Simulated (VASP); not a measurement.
# VPt3 in VASP: further runs

Runs on VPt3. Level: LDA. Tasks: single point.

Everything below comes from runs of VASP 6.6.1. Logs are shortened: lines on timing, memory, paths and dates and some standing lists are left out, and cuts for length are marked.

**1. The cell of the first run**

Symmetry: Pm-3m, No. 221, cubic system. Conventional cell: a = 3.870 Å, b = 3.870 Å, c = 3.870 Å, α = 90.00°, β = 90.00°, γ = 90.00°. V (site symmetry m-3m) has 12 Pt at 2.74 Å within 3.6 Å. Pt (site symmetry 4/mmm) has 4 V at 2.74 Å and 8 Pt at 2.74 Å within 3.6 Å.

**2. Single point, LDA, collinear spin, ferromagnetic start**

The input, INCAR:

```
SYSTEM = VPt3
  PREC = Accurate
  ENCUT = 520
  EDIFF = 1E-6
  ISMEAR = -1
  SIGMA = 0.15
  LREAL = .False.
  LASPH = .True.
  NELM = 150
  ALGO = Normal
  ISIF = 2
  LWAVE = .False.
  LCHARG = .False.
  ISPIN = 2
  MAGMOM = 1.5 0 0 0
  LORBIT = 11
  LMAXMIX = 4
  GGA = CA
  NBANDS = 34
```

The input, KPOINTS:

```
regular mesh
0
Gamma
  6 6 6
  0 0 0
```

The input, POSCAR:

```
VPt3
1.0
    3.8700000000      0.0000000000      0.0000000000
    0.0000000000      3.8700000000      0.0000000000
    0.0000000000      0.0000000000      3.8700000000
V Pt
1 3
Direct
    0.0000000000      0.0000000000      0.0000000000
    0.0000000000      0.5000000000      0.5000000000
    0.5000000000      0.0000000000      0.5000000000
    0.5000000000      0.5000000000      0.0000000000
```

Potentials or basis: VASP PAW LDA potentials, release 64 (V_sv, Pt).

Command:

```bash
$ cat potpaw_LDA.64/V_sv/POTCAR potpaw_LDA.64/Pt/POTCAR > POTCAR
$ mpirun -np 1 vasp_std > vasp.out
```

OUTCAR:

```text
SYSTEM = VPt3
   PREC = Accurate
   ENCUT = 520
   EDIFF = 1E-6
   ISMEAR = -1
   LREAL = .False.
   LASPH = .True.
   NELM = 150
   ISIF = 2
   ISPIN = 2
   LORBIT = 11
   GGA = CA

 ion  position               nearest neighbor table
   1  0.000  0.000  0.000-   2 2.74   3 2.74   4 2.74   2 2.74   3 2.74   2 2.74   4 2.74   2 2.74
                             3 2.74   4 2.74   3 2.74   4 2.74
   2  0.000  0.500  0.500-   1 2.74   3 2.74   4 2.74   1 2.74   4 2.74   1 2.74   3 2.74   1 2.74
                             3 2.74   4 2.74   4 2.74   3 2.74
   3  0.500  0.000  0.500-   1 2.74   2 2.74   4 2.74   1 2.74   4 2.74   2 2.74   4 2.74   4 2.74
                             1 2.74   2 2.74   1 2.74   2 2.74
   4  0.500  0.500  0.000-   1 2.74   2 2.74   3 2.74   2 2.74   3 2.74   1 2.74   3 2.74   3 2.74
                             1 2.74   2 2.74   2 2.74   1 2.74

  LATTYP: Found a simple cubic cell.
 ALAT       =     3.8700000000

  Lattice vectors:

 A1 = (   3.8700000000,   0.0000000000,   0.0000000000)
 A2 = (   0.0000000000,   3.8700000000,   0.0000000000)
 A3 = (   0.0000000000,   0.0000000000,   3.8700000000)

Analysis of symmetry for initial positions (statically):
=====================================================================
 Subroutine PRICEL returns:
 Original cell was already a primitive cell.

 Routine SETGRP: Setting up the symmetry group for a
 simple cubic supercell.

 Subroutine GETGRP returns: Found 48 space group operations
 (whereof 48 operations were pure point group operations)
 out of a pool of 48 trial point group operations.

The static configuration has the point symmetry O_h .

Analysis of symmetry for dynamics (positions and initial velocities):
=====================================================================
 Subroutine PRICEL returns:
 Original cell was already a primitive cell.

 Routine SETGRP: Setting up the symmetry group for a
 simple cubic supercell.

 Subroutine GETGRP returns: Found 48 space group operations
 (whereof 48 operations were pure point group operations)
 out of a pool of 48 trial point group operations.

The dynamic configuration has the point symmetry O_h .

Analysis of structural, dynamic, and magnetic symmetry:
=====================================================================
 Subroutine PRICEL returns:
 Original cell was already a primitive cell.

 Routine SETGRP: Setting up the symmetry group for a
 simple cubic supercell.

 Subroutine GETGRP returns: Found 48 space group operations
 (whereof 48 operations were pure point group operations)
 out of a pool of 48 trial point group operations.

The overall configuration has the point symmetry O_h .

 Subroutine INISYM returns: Found 48 space group operations
[... 129 lines left out ...]
  volume of cell :       57.96
 maximum number of plane-waves:      1596
 NGX is ok and might be reduce to    30
   NGX = 15   NGY = 15   NGZ = 15

 number of electron      42.9999990 magnetization       0.0120059

 number of electron      42.9999990 magnetization      -0.0001378

 Free energy of the ion-electron system (eV)
  ---------------------------------------------------
  ext. energy  EPLUGINS =         0.00000000
  ---------------------------------------------------
  free energy    TOTEN  =       -34.28097104 eV

  energy without entropy =      -33.86110086  energy(sigma->0) =      -34.07103595

 E-fermi :  11.6028     XC(G=0): -13.6555

 val. band max:       11.6008611080   @ k =   0.3333   0.3333   0.1667
 cond. band min:      11.6050446984   @ k =   0.3333   0.0000   0.0000
 fundamental gap:      0.0041835904
 Fermi energy:        11.6027677753

 spin component 1

 k-point     1 :       0.0000    0.0000    0.0000
  band No.  band energies     occupation
      1     -52.6381      1.00000
      2     -26.8918      1.00000
      3     -26.8918      1.00000
      4     -26.8918      1.00000
      5       1.3184      1.00000
      6       4.0595      1.00000
[... 709 lines left out ...]
     32      20.4159      0.00000
     33      25.7663      0.00000
 Fermi energy:        11.6027677753

 spin component 2

 k-point     1 :       0.0000    0.0000    0.0000
  band No.  band energies     occupation
      1     -52.6382      1.00000
      2     -26.8920      1.00000
      3     -26.8920      1.00000
      4     -26.8920      1.00000
      5       1.3184      1.00000
      6       4.0595      1.00000
[... 709 lines left out ...]
     32      20.4158      0.00000
     33      25.7686      0.00000
 [bands above 33 left out]

------------------------ aborting loop because EDIFF is reached ----------------------------------------

  FORCE on cell =-STRESS in cart. coord.  units (eV):
  Direction    XX          YY          ZZ          XY          YZ          ZX
  --------------------------------------------------------------------------------------
  -------------------------------------------------------------------------------------
  Total       -1.9689450     -1.9689450     -1.9689450      0.0000000     -0.0000000      0.0000000
  in kB      -54.4266084    -54.4266084    -54.4266084      0.0000000     -0.0000000      0.0000000
  external PRESSURE =     -54.4266084 kB  Pullay stress =       0.0000000 kB

 VOLUME and BASIS-vectors are now :
 -----------------------------------------------------------------------------
  energy-cutoff  :      520.00
  volume of cell :       57.96
      direct lattice vectors                 reciprocal lattice vectors
     3.870000000  0.000000000  0.000000000     0.258397933  0.000000000  0.000000000
     0.000000000  3.870000000  0.000000000     0.000000000  0.258397933  0.000000000
     0.000000000  0.000000000  3.870000000     0.000000000  0.000000000  0.258397933

 POSITION                                       TOTAL-FORCE (eV/Angst)
 -----------------------------------------------------------------------------------
      0.00000      0.00000      0.00000         0.000000      0.000000      0.000000
      0.00000      1.93500      1.93500         0.000000      0.000000      0.000000
      1.93500      0.00000      1.93500         0.000000      0.000000      0.000000
      1.93500      1.93500      0.00000         0.000000      0.000000      0.000000
 -----------------------------------------------------------------------------------
    total drift:                                0.000000      0.000000     -0.000000

  FREE ENERGIE OF THE ION-ELECTRON SYSTEM (eV)
  ---------------------------------------------------
  free  energy   TOTEN  =       -34.2809710430 eV

  energy  without entropy=      -33.8611008624  energy(sigma->0) =      -34.07103595

 total charge

# of ion       s       p       d       tot
------------------------------------------
    1        2.265   6.192   2.966  11.423
    2        0.702   0.696   8.056   9.454
    3        0.702   0.696   8.056   9.454
    4        0.702   0.696   8.056   9.454
--------------------------------------------------
tot          4.371   8.280  27.134  39.785

 magnetization (x)

# of ion       s       p       d       tot
------------------------------------------
    1       -0.000   0.000  -0.000  -0.000
    2        0.000   0.000  -0.000   0.000
    3        0.000   0.000  -0.000   0.000
    4        0.000   0.000  -0.000   0.000
--------------------------------------------------
tot          0.000   0.000  -0.000  -0.000
```

Wall time 44 s (1 thread of Intel Xeon 6975P-C (Granite Rapids), shared host); peak memory 0.19 GiB.

What came out:

```
Free energy                                           : -34.2810 eV
Pressure                                              : -5.4 GPa
Net moment                                            : 0.00 μB per cell
Valence electrons inside the program's atomic spheres : V 11.42; Pt 9.45
```

Caveat: the cell stands under tension; the moments typed at the start vanished in this run; spin-orbit coupling is left out, which moves the levels of the heavy elements.

**3. Single point, LDA, collinear spin, ferromagnetic start**

The input, INCAR:

```
SYSTEM = VPt3
PREC = Accurate
ENCUT = 520
EDIFF = 1E-6
ISMEAR = -1
SIGMA = 0.15
LREAL = .False.
LASPH = .True.
NELM = 150
ALGO = Normal
ISIF = 2
LWAVE = .False.
LCHARG = .False.
ISPIN = 2
MAGMOM = 1.5 0 0 0
LORBIT = 11
LMAXMIX = 4
GGA = CA
NBANDS = 34
```

The input, KPOINTS:

```
Automatic mesh
0
Gamma
  6 6 6
  0 0 0
```

Changes to POSCAR since step 2:

```diff
@@ -8,3 +8,3 @@
 Direct
-    0.0000000000      0.0000000000      0.0000000000
+   -0.0051679587      0.0000000000      0.0000000000
     0.0000000000      0.5000000000      0.5000000000
```

Potentials or basis: VASP PAW LDA potentials, release 64 (V_sv, Pt).

Command:

```bash
$ cat potpaw_LDA.64/V_sv/POTCAR potpaw_LDA.64/Pt/POTCAR > POTCAR
$ mpirun -np 1 vasp_std > vasp.out
```

It took 88 s on 1 thread of Intel Xeon 6975P-C (Granite Rapids), shared host; peak memory 0.23 GiB.

The run converged. Its results:

- Free energy: -34.2802 eV
- Pressure: -5.4 GPa
- Largest force: 0.076 eV/Å
- Net moment: 0.00 μB per cell
- Valence electrons inside the program's atomic spheres: V 11.42; Pt 9.45

Forces in eV/Å, atoms in the order of the input:
```
V    0.076  0.000  0.000
Pt  -0.022  0.000  0.000
Pt  -0.027  0.000  0.000
Pt  -0.027  0.000  0.000
```

Levels at points of the mesh, in eV from the Fermi level:
Spin up:
```csv
k point,band 19,band 20,band 21,band 22,band 23,band 24
"(0.00, 0.00, 0.00)",0.20,0.20,1.04,1.05,1.60,1.60
"(0.50, 0.00, 0.00)",-2.47,-1.25,-0.43,-0.43,0.07,0.20
"(0.00, 0.50, 0.00)",-2.47,-1.25,-0.43,-0.43,0.07,0.20
"(0.50, 0.50, 0.00)",-2.43,-2.20,-2.15,-0.07,-0.07,-0.04
"(0.00, 0.50, 0.50)",-2.43,-2.20,-2.15,-0.08,-0.08,-0.03
"(0.50, 0.50, 0.50)",-0.65,-0.65,-0.29,-0.29,-0.29,0.97
```
Spin down:
```csv
k point,band 18,band 19,band 20,band 21,band 22,band 23,band 24,band 25
"(0.00, 0.00, 0.00)",0.20,0.20,0.20,1.04,1.05,1.60,1.60,1.60
"(0.50, 0.00, 0.00)",-2.59,-2.47,-1.25,-0.43,-0.43,0.07,0.20,0.48
"(0.00, 0.50, 0.00)",-2.59,-2.47,-1.25,-0.43,-0.43,0.07,0.20,0.48
"(0.50, 0.50, 0.00)",-3.06,-2.43,-2.20,-2.15,-0.07,-0.07,-0.03,1.69
"(0.00, 0.50, 0.50)",-3.06,-2.43,-2.20,-2.15,-0.07,-0.07,-0.03,1.69
"(0.50, 0.50, 0.50)",-0.65,-0.65,-0.65,-0.29,-0.29,-0.29,0.97,0.97
```

Caveat: the cell stands under tension; the moments typed at the start vanished in this run; spin-orbit coupling is left out, which moves the levels of the heavy elements.

**4. Single point, LDA, collinear spin, ferromagnetic start**

The input, INCAR:

```
SYSTEM = VPt3
  PREC = Accurate
  ENCUT = 520
  EDIFF = 1E-7
  ISMEAR = -1
  SIGMA = 0.15
  LREAL = .FALSE.
  LASPH = .TRUE.
  NELM = 150
  ALGO = Normal
  ISIF = 2
  LWAVE = .FALSE.
  LCHARG = .FALSE.
  ISPIN = 2
  MAGMOM = 1.5 0 0 0
  LORBIT = 11
  LMAXMIX = 4
  NBANDS = 34
```

The input, KPOINTS:

```
Automatic mesh
0
G
  6 6 6
  0 0 0
```

Changes to POSCAR since step 3:

```diff
@@ -8,3 +8,3 @@
 Direct
-   -0.0051679587      0.0000000000      0.0000000000
+   -0.0025839793      0.0000000000      0.0000000000
     0.0000000000      0.5000000000      0.5000000000
```

Command:

```bash
$ cat potpaw_LDA.64/V_sv/POTCAR potpaw_LDA.64/Pt/POTCAR > POTCAR
$ mpirun -np 1 vasp_std > vasp.out
```

Wall time 96 s (1 thread of Intel Xeon 6975P-C (Granite Rapids), shared host); peak memory 0.23 GiB.

It converged, with:

| Item | Value |
| --- | --- |
| Free energy | -34.2808 eV |
| Pressure | -5.4 GPa |
| Largest force | 0.038 eV/Å |
| Net moment | 0.00 μB per cell |
| Valence electrons inside the program's atomic spheres | V 11.42; Pt 9.45 |

Forces on the atoms (eV/Å):
```
V    0.038  0.000  0.000
Pt  -0.011  0.000  0.000
Pt  -0.013  0.000  0.000
Pt  -0.013  0.000  0.000
```

Levels at points of the mesh, in eV from the Fermi level:
Spin up:
```tsv
k point	band 18	band 19	band 20	band 21	band 22	band 23	band 24	band 25
(0.00, 0.00, 0.00)	0.20	0.20	0.20	1.05	1.05	1.60	1.60	1.60
(0.50, 0.00, 0.00)	-2.59	-2.47	-1.25	-0.43	-0.43	0.07	0.20	0.48
(0.00, 0.50, 0.00)	-2.59	-2.47	-1.25	-0.43	-0.43	0.07	0.20	0.48
(0.50, 0.50, 0.00)	-3.06	-2.43	-2.20	-2.15	-0.07	-0.07	-0.04	1.69
(0.00, 0.50, 0.50)	-3.06	-2.43	-2.20	-2.15	-0.07	-0.07	-0.03	1.69
(0.50, 0.50, 0.50)	-0.65	-0.65	-0.65	-0.29	-0.29	-0.29	0.97	0.97
```
Spin down:
```csv
k point,band 18,band 19,band 20,band 21,band 22,band 23,band 24,band 25
"(0.00, 0.00, 0.00)",0.20,0.20,0.20,1.05,1.05,1.60,1.60,1.60
"(0.50, 0.00, 0.00)",-2.59,-2.47,-1.25,-0.43,-0.43,0.07,0.20,0.48
"(0.00, 0.50, 0.00)",-2.59,-2.47,-1.25,-0.43,-0.43,0.07,0.20,0.48
"(0.50, 0.50, 0.00)",-3.06,-2.43,-2.20,-2.15,-0.07,-0.07,-0.04,1.69
"(0.00, 0.50, 0.50)",-3.06,-2.43,-2.20,-2.15,-0.07,-0.07,-0.04,1.69
"(0.50, 0.50, 0.50)",-0.65,-0.65,-0.65,-0.29,-0.29,-0.29,0.97,0.97
```

Caveat: the cell stands under tension; the moments typed at the start vanished in this run; spin-orbit coupling is left out, which moves the levels of the heavy elements.

[end of part 1 of 2]
